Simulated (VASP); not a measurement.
# Ir (Fm-3m) in VASP: notebook, part 2 of 2

VASP 6.6.1.

## 3. Electric field gradients, PBE (volume scaled by 1.03)

INCAR

```
PREC = Accurate ; ENCUT = 520
EDIFF = 1E-8 ; ISMEAR = -1
SIGMA = 0.03 ; LREAL = False
LASPH = True ; NELM = 80
ALGO = Normal ; ISIF = 2
LWAVE = False ; LCHARG = False
GGA = PE ; LEFG = True
NBANDS = 10
```

KPOINTS

```
Automatic mesh
0
Gamma
  18 18 18
```

POSCAR

```
Ir
1.0
    0.0000000000      1.9460447666      1.9460447666
    1.9460447666      0.0000000000      1.9460447666
    1.9460447666      1.9460447666      0.0000000000
Ir
1
Direct
    0.0000000000      0.0000000000      0.0000000000
```

Potentials or basis: VASP PAW PBE potentials, release 64 (Ir).

On the command line:

```bash
cat potpaw_PBE.64/Ir/POTCAR > POTCAR
mpirun -np 1 vasp_std > vasp.out
```

OUTCAR:

```text
PREC = Accurate
   ENCUT = 520
   EDIFF = 1E-8
   ISMEAR = -1
   LREAL = False
   LASPH = True
   NELM = 80
   ISIF = 2
   GGA = PE

 ion  position               nearest neighbor table
   1  0.000  0.000  0.000-

  LATTYP: Found a face centered cubic cell.
 ALAT       =     3.8920895332

  Lattice vectors:

 A1 = (   0.0000000000,   1.9460447666,   1.9460447666)
 A2 = (   1.9460447666,   0.0000000000,   1.9460447666)
 A3 = (   1.9460447666,   1.9460447666,   0.0000000000)

Analysis of symmetry for initial positions (statically):
=====================================================================
 Subroutine PRICEL returns:
 Original cell was already a primitive cell.

 Routine SETGRP: Setting up the symmetry group for a
 face centered cubic supercell.
[... 492 lines left out ...]
  in kB      -51.3044718    -51.3044718    -51.3044718     -0.0000000     -0.0000000      0.0000000
  external PRESSURE =     -51.3044718 kB  Pullay stress =       0.0000000 kB

 VOLUME and BASIS-vectors are now :
 -----------------------------------------------------------------------------
  energy-cutoff  :      520.00
  volume of cell :       14.74
      direct lattice vectors                 reciprocal lattice vectors
     0.000000000  1.946044767  1.946044767    -0.256931397  0.256931397  0.256931397
     1.946044767  0.000000000  1.946044767     0.256931397 -0.256931397  0.256931397
     1.946044767  1.946044767  0.000000000     0.256931397  0.256931397 -0.256931397

 POSITION                                       TOTAL-FORCE (eV/Angst)
 -----------------------------------------------------------------------------------
      0.00000      0.00000      0.00000        -0.000000      0.000000      0.000000
 -----------------------------------------------------------------------------------
    total drift:                               -0.000000     -0.000000     -0.000000

  FREE ENERGIE OF THE ION-ELECTRON SYSTEM (eV)
  ---------------------------------------------------
  free  energy   TOTEN  =        -8.8491688468 eV

  energy  without entropy=       -8.8458613701  energy(sigma->0) =       -8.84751511

 Electric field gradients (V/A^2)
---------------------------------------------------------------------
 ion       V_xx      V_yy      V_zz      V_xy      V_xz      V_yz
---------------------------------------------------------------------
   1      -0.000     0.000     0.000     0.000     0.000     0.000
---------------------------------------------------------------------

 Electric field gradients after diagonalization (V/A^2)
 (convention: |V_zz| > |V_xx| > |V_yy|)
----------------------------------------------------------------------
 ion       V_xx      V_yy      V_zz     asymmetry (V_yy - V_xx)/ V_zz
----------------------------------------------------------------------
   1      -0.000    -0.000     0.000       0.000
----------------------------------------------------------------------

           NMR quadrupolar parameters

 Cq : quadrupolar parameter    Cq=e*Q*V_zz/h
 eta: asymmetry parameters     (V_yy - V_xx)/ V_zz
 Q  : nuclear electric quadrupole moment in mb (millibarn)
----------------------------------------------------------------------
 ion       Cq(MHz)       eta       Q (mb)
----------------------------------------------------------------------
   1       0.000       0.000       1.000
----------------------------------------------------------------------
```

OSZICAR:

```text
N       E                     dE             d eps       ncg     rms          rms(c)
DAV:   1     0.467035637812E+02    0.46704E+02   -0.43882E+03  3924   0.816E+02
DAV:   2    -0.853068651850E+01   -0.55234E+02   -0.52249E+02  3998   0.194E+02
DAV:   3    -0.941377961085E+01   -0.88309E+00   -0.87871E+00  4508   0.298E+01
DAV:   4    -0.942199580093E+01   -0.82162E-02   -0.82149E-02  4396   0.268E+00
DAV:   5    -0.942216445409E+01   -0.16865E-03   -0.16865E-03  4428   0.374E-01    0.136E+01
DAV:   6    -0.893525956839E+01    0.48690E+00   -0.91535E-01  4352   0.116E+01    0.542E+00
DAV:   7    -0.885498727643E+01    0.80272E-01   -0.25648E-01  4604   0.563E+00    0.149E+00
DAV:   8    -0.885137513314E+01    0.36121E-02   -0.21851E-03  4224   0.496E-01    0.890E-01
DAV:   9    -0.884916154586E+01    0.22136E-02   -0.14482E-03  4432   0.522E-01    0.129E-02
DAV:  10    -0.884916834147E+01   -0.67956E-05   -0.78350E-06  5166   0.241E-02    0.217E-02
DAV:  11    -0.884916888426E+01   -0.54280E-06   -0.55304E-07  4254   0.860E-03    0.567E-04
DAV:  12    -0.884916885516E+01    0.29100E-07   -0.81906E-09  4028   0.844E-04    0.417E-04
DAV:  13    -0.884916884445E+01    0.10716E-07   -0.20657E-09  2216   0.298E-04    0.246E-05
DAV:  14    -0.884916884682E+01   -0.23765E-08   -0.57675E-11  2070   0.838E-05
   1 F= -.88491688E+01 E0= -.88475151E+01  d E =-.330748E-02
```

stdout:

```text
POSCAR found type information on POSCAR Ir
 POSCAR found :  1 types and       1 ions
 scaLAPACK will be used
 LDA part: xc-table for (Slater+PW92), standard interpolation
 POSCAR, INCAR and KPOINTS ok, starting setup
 FFT: planning ... GRIDC
 FFT: planning ... GRID_SOFT
 FFT: planning ... GRID
 WAVECAR not read
 entering main loop
ion   1
```

It took 18 s on 1 thread of AMD EPYC 7R13 (Zen 3), shared host; peak memory 0.12 GiB.

What came out:

* Free energy: -8.8492 eV
* Pressure: -5.1 GPa

Levels at points of the mesh, in eV from the Fermi level:
| k point | band 1 | band 2 | band 3 | band 4 | band 5 | band 6 | band 7 | band 8 |
| --- | --- | --- | --- | --- | --- | --- | --- | --- |
| (0.00, 0.00, 0.00) | -10.71 | -3.68 | -3.68 | -3.68 | -1.16 | -1.16 | 14.37 | 19.71 |
| (0.50, 0.00, 0.00) | -7.70 | -3.77 | -3.77 | -0.68 | 0.80 | 0.80 | 6.82 | 13.90 |
| (0.50, 0.50, 0.00) | -7.48 | -6.93 | 0.76 | 1.33 | 1.33 | 1.68 | 9.93 | 11.49 |

Caveat: the cell differs from its parent crystal (volume scaled by 1.03); without QUAD_EFG the Cq values of the log hold for a quadrupole moment of 1 mb, not for the nuclei; spin-orbit coupling is left out, which moves the levels of the heavy elements.

## 4. Electric field gradients, PBE (volume scaled by 1.06)

INCAR

```
PREC = Accurate ; ENCUT = 520
EDIFF = 1E-8 ; ISMEAR = -1
SIGMA = 0.03 ; LREAL = F
LASPH = T ; NELM = 80
ALGO = Normal ; ISIF = 2
LWAVE = F ; LCHARG = F
GGA = PE ; LEFG = T
NBANDS = 10
```

KPOINTS

```
regular mesh
0
Gamma
  18 18 18
```

POSCAR

```
Ir
1.0
    0.0000000000      1.9647578834      1.9647578834
    1.9647578834      0.0000000000      1.9647578834
    1.9647578834      1.9647578834      0.0000000000
Ir
1
Direct
    0.0000000000      0.0000000000      0.0000000000
```

Potentials or basis: VASP PAW PBE potentials, release 64 (Ir).

On the command line:

```bash
cat potpaw_PBE.64/Ir/POTCAR > POTCAR
mpirun -np 1 vasp_std > vasp.out
```

OUTCAR:

```text
PREC = Accurate
   ENCUT = 520
   EDIFF = 1E-8
   ISMEAR = -1
   LREAL = F
   LASPH = T
   NELM = 80
   ISIF = 2
   GGA = PE

 ion  position               nearest neighbor table
   1  0.000  0.000  0.000-

  LATTYP: Found a face centered cubic cell.
 ALAT       =     3.9295157668

  Lattice vectors:

 A1 = (   0.0000000000,   1.9647578834,   1.9647578834)
 A2 = (   1.9647578834,   0.0000000000,   1.9647578834)
 A3 = (   1.9647578834,   1.9647578834,   0.0000000000)

Analysis of symmetry for initial positions (statically):
=====================================================================
 Subroutine PRICEL returns:
 Original cell was already a primitive cell.

 Routine SETGRP: Setting up the symmetry group for a
 face centered cubic supercell.

 Subroutine GETGRP returns: Found 48 space group operations
[... 492 lines left out ...]
  external PRESSURE =    -137.2262298 kB  Pullay stress =       0.0000000 kB

 VOLUME and BASIS-vectors are now :
 -----------------------------------------------------------------------------
  energy-cutoff  :      520.00
  volume of cell :       15.17
      direct lattice vectors                 reciprocal lattice vectors
     0.000000000  1.964757883  1.964757883    -0.254484282  0.254484282  0.254484282
     1.964757883  0.000000000  1.964757883     0.254484282 -0.254484282  0.254484282
     1.964757883  1.964757883  0.000000000     0.254484282  0.254484282 -0.254484282

 POSITION                                       TOTAL-FORCE (eV/Angst)
 -----------------------------------------------------------------------------------
      0.00000      0.00000      0.00000        -0.000000      0.000000      0.000000
 -----------------------------------------------------------------------------------
    total drift:                               -0.000000     -0.000000     -0.000000

  FREE ENERGIE OF THE ION-ELECTRON SYSTEM (eV)
  ---------------------------------------------------
  free  energy   TOTEN  =        -8.8237583782 eV

  energy  without entropy=       -8.8202560196  energy(sigma->0) =       -8.82200720

 Electric field gradients (V/A^2)
---------------------------------------------------------------------
 ion       V_xx      V_yy      V_zz      V_xy      V_xz      V_yz
---------------------------------------------------------------------
   1      -0.000     0.000     0.000     0.000     0.000     0.000
---------------------------------------------------------------------

 Electric field gradients after diagonalization (V/A^2)
 (convention: |V_zz| > |V_xx| > |V_yy|)
----------------------------------------------------------------------
 ion       V_xx      V_yy      V_zz     asymmetry (V_yy - V_xx)/ V_zz
----------------------------------------------------------------------
   1      -0.000    -0.000     0.000       0.000
----------------------------------------------------------------------

           NMR quadrupolar parameters

 Cq : quadrupolar parameter    Cq=e*Q*V_zz/h
 eta: asymmetry parameters     (V_yy - V_xx)/ V_zz
 Q  : nuclear electric quadrupole moment in mb (millibarn)
----------------------------------------------------------------------
 ion       Cq(MHz)       eta       Q (mb)
----------------------------------------------------------------------
   1       0.000       0.000       1.000
----------------------------------------------------------------------
```

It took 30 s on 1 thread of AMD EPYC 7R13 (Zen 3), shared host; peak memory 0.14 GiB.

Results:

| Quantity | Value |
| --- | --- |
| Free energy | -8.8238 eV |
| Pressure | -13.7 GPa |

Caveat: the cell differs from its parent crystal (volume scaled by 1.06); without QUAD_EFG the Cq values of the log hold for a quadrupole moment of 1 mb, not for the nuclei; spin-orbit coupling is left out, which moves the levels of the heavy elements.

## 5. Density of states, PBE

This run uses another cell than the first one, of 14.31 Å³/atom, 1.031 times its volume.

POSCAR

```
Ir
1.0
    0.0000000000      1.9269646676      1.9269646676
    1.9269646676      0.0000000000      1.9269646676
    1.9269646676      1.9269646676      0.0000000000
Ir
1
Direct
    0.0000000000      0.0000000000      0.0000000000
```

INCAR.step1

```
SYSTEM = Ir
ALGO = Normal
EDIFF = 1E-6
ENCUT = 520
GGA = PE
ISIF = 2
ISMEAR = -1
LASPH = .TRUE.
LCHARG = .TRUE.
LMAXMIX = 4
LREAL = .FALSE.
LWAVE = .FALSE.
NBANDS = 10
NELM = 100
PREC = Accurate
SIGMA = 0.03
```

KPOINTS.step1

```
k-points
0
G
  18 18 18
  0 0 0
```

INCAR.step2

```
SYSTEM = Ir
ALGO = Normal
EDIFF = 1E-6
ENCUT = 520
GGA = PE
ICHARG = 11
ISIF = 2
ISMEAR = -5
LASPH = .TRUE.
LCHARG = .FALSE.
LMAXMIX = 4
LORBIT = 11
LREAL = .FALSE.
LWAVE = .FALSE.
NEDOS = 1001
NELM = 100
PREC = Accurate
SIGMA = 0.03
```

KPOINTS.step2

```
k-points
0
G
  27 27 27
  0 0 0
```

Potentials or basis: VASP PAW PBE potentials, release 64 (Ir).

On the command line:

```bash
cat potpaw_PBE.64/Ir/POTCAR > POTCAR
cp INCAR.step1 INCAR
cp KPOINTS.step1 KPOINTS
mpirun -np 1 vasp_std > vasp.out
cp INCAR.step2 INCAR
cp KPOINTS.step2 KPOINTS
mpirun -np 1 vasp_std > vasp.out
```

OUTCAR:

```text
SYSTEM = Ir
   EDIFF = 1E-6
   ENCUT = 520
   GGA = PE
   ICHARG = 11
   ISIF = 2
   ISMEAR = -5
   LASPH = .TRUE.
   LORBIT = 11
   LREAL = .FALSE.
   NELM = 100
   PREC = Accurate

 ion  position               nearest neighbor table
   1  0.000  0.000  0.000-

  LATTYP: Found a face centered cubic cell.
 ALAT       =     3.8539293352

  Lattice vectors:

 A1 = (   0.0000000000,   1.9269646676,   1.9269646676)
 A2 = (   1.9269646676,   0.0000000000,   1.9269646676)
 A3 = (   1.9269646676,   1.9269646676,   0.0000000000)

Analysis of symmetry for initial positions (statically):
=====================================================================
 Subroutine PRICEL returns:
 Original cell was already a primitive cell.

 Routine SETGRP: Setting up the symmetry group for a
 face centered cubic supercell.

 Subroutine GETGRP returns: Found 48 space group operations
 (whereof 48 operations were pure point group operations)
 out of a pool of 48 trial point group operations.

The static configuration has the point symmetry O_h .

[... 158 lines left out ...]

 E-fermi :  10.1948     XC(G=0): -13.9198

 val. band max:       10.2068038494   @ k =  -0.4815   0.4444   0.0000
 cond. band min:      10.1741265373   @ k =   0.4815   0.3333   0.1111
 fundamental gap:     -0.0326773121
 Fermi energy:        10.1948278333

 k-point     1 :       0.0000    0.0000    0.0000
  band No.  band energies     occupation
      1      -0.7881      2.00000
      2       6.3900      2.00000
      3       6.3900      2.00000
      4       6.3900      2.00000
      5       9.0301      2.00000
      6       9.0301      2.00000
      7      24.5556      0.00000
      8      30.0740      0.00000
[... 243 lines left out ...]
 k-point    24 :       0.3704    0.0370    0.0000
  band No.  band energies     occupation
      1       2.2173      2.00000
      2       6.4759      2.00000
      3       6.5891      2.00000
      4       7.0973      2.00000
      5      10.1606      1.37493
      6      10.4385     -0.02736
      7      20.6016      0.00000
      8      25.3331      0.00000

 [... further k-points ...]
[... 5 lines left out ...]
  --------------------------------------------------------------------------------------
  -------------------------------------------------------------------------------------
  Total        0.4455683      0.4455683      0.4455683      0.0000000      0.0000000     -0.0000000
  in kB       49.8854221     49.8854221     49.8854221      0.0000000      0.0000000     -0.0000000
  external PRESSURE =      49.8854221 kB  Pullay stress =       0.0000000 kB

 VOLUME and BASIS-vectors are now :
 -----------------------------------------------------------------------------
  energy-cutoff  :      520.00
  volume of cell :       14.31
      direct lattice vectors                 reciprocal lattice vectors
     0.000000000  1.926964668  1.926964668    -0.259475437  0.259475437  0.259475437
     1.926964668  0.000000000  1.926964668     0.259475437 -0.259475437  0.259475437
     1.926964668  1.926964668  0.000000000     0.259475437  0.259475437 -0.259475437

 POSITION                                       TOTAL-FORCE (eV/Angst)
 -----------------------------------------------------------------------------------
      0.00000      0.00000      0.00000         0.000000     -0.000000      0.000000
 -----------------------------------------------------------------------------------
    total drift:                               -0.000000     -0.000000     -0.000000

  FREE ENERGIE OF THE ION-ELECTRON SYSTEM (eV)
  ---------------------------------------------------
  free  energy   TOTEN  =        -8.8461413911 eV

  energy  without entropy=       -8.8461413911  energy(sigma->0) =       -8.84614139

 total charge

# of ion       s       p       d       tot
------------------------------------------
    1        0.668   0.726   6.965   8.360
```

OUTCAR.step1:

```text
SYSTEM = Ir
   EDIFF = 1E-6
   ENCUT = 520
   GGA = PE
   ISIF = 2
   ISMEAR = -1
   LASPH = .TRUE.
[... 528 lines left out ...]
 -----------------------------------------------------------------------------------
      0.00000      0.00000      0.00000         0.000000      0.000000      0.000000
 -----------------------------------------------------------------------------------
    total drift:                               -0.000000     -0.000000     -0.000000

  FREE ENERGIE OF THE ION-ELECTRON SYSTEM (eV)
  ---------------------------------------------------
  free  energy   TOTEN  =        -8.8493100478 eV

  energy  without entropy=       -8.8461893883  energy(sigma->0) =       -8.84774972
```

Run time: 40 s. Hardware: 1 thread of AMD EPYC 7R13 (Zen 3), shared host; peak memory 0.16 GiB.

Results:

```yaml
Valence_electrons_inside_the_program's_atomic_spheres: Ir 8.36
```

Caveat: spin-orbit coupling is left out, which moves the levels of the heavy elements; tetrahedron occupations give inexact forces and stress in metals.

## 6. The runs side by side

| task | cell | k mesh for the DOS | occupations for the DOS | gap on the mesh (eV) | pressure (GPa) |
| --- | --- | --- | --- | --- | --- |
| electric field gradients | a = 2.698 Å, angles 60.0°, 1 atom | - | - | none | 17.6 |
| electric field gradients | a = 2.752 Å, angles 60.0°, 1 atom | - | - | none | -5.1 |
| electric field gradients | a = 2.779 Å, angles 60.0°, 1 atom | - | - | none | -13.7 |
| density of states | a = 2.725 Å, angles 60.0°, 1 atom | 27 × 27 × 27 | tetrahedron | - | - |

Alike in all rows: level PBE; potentials or basis VASP PAW PBE potentials, release 64 (Ir); no spin polarisation; k mesh 18 × 18 × 18; cutoff (eV) 520; smearing fermi-dirac 0.03 eV.

Caveats: spin-orbit coupling is left out, which moves the levels of the heavy elements; tetrahedron occupations give inexact forces and stress in metals (some runs).

Total energies depend on the potentials used, so only differences within one code and one set of settings carry meaning.
